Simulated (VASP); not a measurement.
The system is TiTeAs3.

```
Ti Te As
1.0
     4.68177    0.00000    0.00000
    -2.34088    4.05453    0.00000
     0.00000    0.00000    5.77985
Ti Te As
1 1 3
Direct
  0.33333 0.66667 0.50000
  0.66667 0.33333 0.00000
  0.00000 0.00000 0.75525
  0.00000 0.00000 0.24475
  0.66667 0.33333 0.50000
```

The cell was built from a structure type or drawn by symmetry, and may not be a known phase.

- Program: VASP 6.6.1
- Task: relaxation of cell and atoms
- Functional: PBE
- Potentials or basis: VASP PAW PBE potentials, release 64 (Ti_sv, Te, As)
- Cutoff: 600 eV
- k mesh: 6 × 6 × 4
- Occupations: gaussian, width 0.1 eV
- Spin: no spin polarisation

At the start: pressure -0.9 GPa; volume 21.94 Å³/atom.

Q: How do energy, volume and symmetry change on relaxing?

A: Over 14 steps the energy falls by 40.1 meV/atom and the volume is 22.10 Å³/atom (+0.7 %); space group P-6m2 (No. 187, to 0.1 Å) before and after.

Step by step:
| step | energy change (eV) | largest force (eV/Å) | pressure (GPa) | volume (Å³) |
| --- | --- | --- | --- | --- |
| 1 | 0.0000 | 0.6407 | -0.88 | 109.72 |
| 2 | -0.0555 | 0.5690 | 0.36 | 107.81 |
| 3 | -0.0828 | 0.4569 | 2.47 | 105.23 |
| 4 | -0.1136 | 0.4048 | 1.95 | 106.09 |
| 5 | -0.1650 | 0.2107 | 0.87 | 108.64 |
| 6 | -0.1718 | 0.1019 | 0.58 | 109.79 |
| 7 | -0.1720 | 0.0769 | 0.53 | 110.04 |
| 8 | -0.1812 | 0.1133 | -0.04 | 110.74 |
| 9 | -0.1884 | 0.1821 | -1.03 | 112.06 |
| 10 | -0.1939 | 0.1518 | -0.87 | 111.78 |
| 11 | -0.1983 | 0.0792 | -0.61 | 111.36 |
| 12 | -0.1985 | 0.0588 | -0.54 | 111.26 |
| 13 | -0.1999 | 0.0403 | -0.23 | 110.82 |
| 14 | -0.2003 | 0.0264 | 0.00 | 110.49 |

Final structure:
```
Ti Te As
1.0
     4.63987    0.00000    0.00000
    -2.31994    4.01825    0.00000
     0.00000    0.00000    5.92640
Ti Te As
1 1 3
Direct
  0.33333 0.66667 0.50000
  0.66667 0.33333 0.00000
  0.00000 0.00000 0.71832
  0.00000 0.00000 0.28168
  0.66667 0.33333 0.50000
```
